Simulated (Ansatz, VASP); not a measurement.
# Two plane-wave programs on KSiH

```xyz
3
Lattice="3.0879 0.0000 0.0000 0.0000 3.0879 0.0000 0.0000 0.0000 5.4678" Properties=species:S:1:pos:R:3 pbc="T T T"
K     1.5439    1.5439    0.0000
Si    0.0000    0.0000    2.7339
H     1.5439    1.5439    2.7339
```

Alike in both runs: functional PBE; k mesh 14 × 14 × 8; occupations gaussian, width 0.1 eV; no spin polarisation.

Ansatz relaxed the structure, and its values are those at the end. VASP's run is a single point on that final structure, the one shown.

|  | VASP | Ansatz |
| --- | --- | --- |
| version | VASP 6.6.1 | Ansatz 0.2.0 |
| potentials or method | VASP PAW PBE potentials, release 64 (K_sv, Si, H), cutoff 500 eV | scalar-relativistic, plane waves, PAW |
| valence electrons in the cell | 14 | 14 |

|  | VASP | Ansatz | Ansatz less VASP |
| --- | --- | --- | --- |
| gap on the k mesh at the Fermi level (eV) | none | none | - |
| pressure (GPa) | 0.1 | 0.0 | -0.05 |

A gap of «none» marks a metal or a gap that the smearing closes.
